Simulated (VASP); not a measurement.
Input of a VASP 6.6.1 run:

INCAR

```
SYSTEM = MoS2
PREC     = Accurate       ! precision mode
ENCUT    = 520            ! plane-wave cutoff, eV
EDIFF    = 1E-7           ! SCF threshold, eV
ISMEAR   = 0              ! smearing method
SIGMA    = 0.02           ! smearing width, eV
LREAL    = .False.        ! projectors in reciprocal space
LASPH    = .True.         ! aspherical terms in the spheres
NELM     = 60             ! most SCF steps
ALGO     = Normal         ! electronic algorithm
ISIF     = 2              ! what is computed and relaxed
LWAVE    = .False.        ! write WAVECAR
LCHARG   = .False.        ! write CHGCAR
GGA      = PE             ! functional
NBANDS   = 35             ! bands
```

File KPOINTS:

```
Automatic mesh
0
Gamma
  12 12 2
  0 0 0
```

POSCAR

```
MoS2
1.0
    3.3761728943      0.0000000000      0.0000000000
   -1.6880864471      2.9238514940      0.0000000000
    0.0000000000      0.0000000000     14.2749164804
Mo S
2 4
Direct
    0.6666666667      0.3333333333      0.2500000000
    0.3333333333      0.6666666667      0.7500000000
    0.6666666667      0.3333333333      0.6445197080
    0.3333333333      0.6666666667      0.3554802920
    0.6666666667      0.3333333333      0.8554802920
    0.3333333333      0.6666666667      0.1445197080
```

Potentials or basis: VASP PAW PBE potentials, release 64 (Mo_sv, S).

Command:

```sh
$ cat potpaw_PBE.64/Mo_sv/POTCAR potpaw_PBE.64/S/POTCAR > POTCAR
$ mpirun -np 1 vasp_std > vasp.out
```

Question: Predict the band gap on the k mesh.

Answer: 0.29 eV (least direct gap 1.14 eV).

Question: Estimate the largest force.

Answer: 0.007 eV/Å.

Question: Predict the pressure.

Answer: -7.4 GPa.

Forces on the atoms (eV/Å):
```
Mo   0.000  0.000  0.000
Mo   0.000  0.000  0.000
S    0.000  0.000  0.007
S    0.000  0.000 -0.007
S    0.000  0.000 -0.007
S    0.000  0.000  0.007
```

Caveat: the cell differs from its parent crystal (biaxial strain in the a-b plane: +6.0 %); the cell stands under tension; this functional lacks dispersion, which binds the layers, so the pressure and a relaxed spacing across them are unreliable. A k mesh can miss the band edges.
